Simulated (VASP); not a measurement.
A run of VASP 6.6.1 is set up as follows.

INCAR

```
ALGO     = Fast           # electronic algorithm
EDIFF    = 1E-6           # SCF threshold, eV
ENCUT    = 520            # plane-wave cutoff, eV
GGA      = PE             # functional
ISIF     = 2              # what is computed and relaxed
ISMEAR   = 0              # smearing method
LASPH    = T              # aspherical terms in the spheres
LCHARG   = F              # write CHGCAR
LREAL    = F              # projectors in reciprocal space
LWAVE    = F              # write WAVECAR
NBANDS   = 18             # bands
NELM     = 80             # most SCF steps
PREC     = Accurate       # precision mode
SIGMA    = 0.15           # smearing width, eV
```

KPOINTS

```
k-points
0
Gamma
  21 21 12
```

The input POSCAR:

```
Cu
1.0
    2.5164869874      0.0000000000      0.0000000000
   -1.2582434937      2.1793416594      0.0000000000
    0.0000000000      0.0000000000      4.3645950310
Cu
2
Direct
    0.3333333333      0.6666666667      0.2500000000
    0.6666666667      0.3333333333      0.7500000000
```

Potentials or basis: VASP PAW PBE potentials, release 64 (Cu).

Command:

```console
$ cat potpaw_PBE.64/Cu/POTCAR > POTCAR
$ mpirun -np 1 vasp_std > vasp.out
```

(1) What does it give for the band gap on the k mesh?

(2) Estimate the pressure.

## Answers

(1) zero (bands 11 and 12 overlap by 6.26 eV).

(2) 1.8 GPa.

Caveat: the stress differs along the axes, from -4 to 5 GPa.
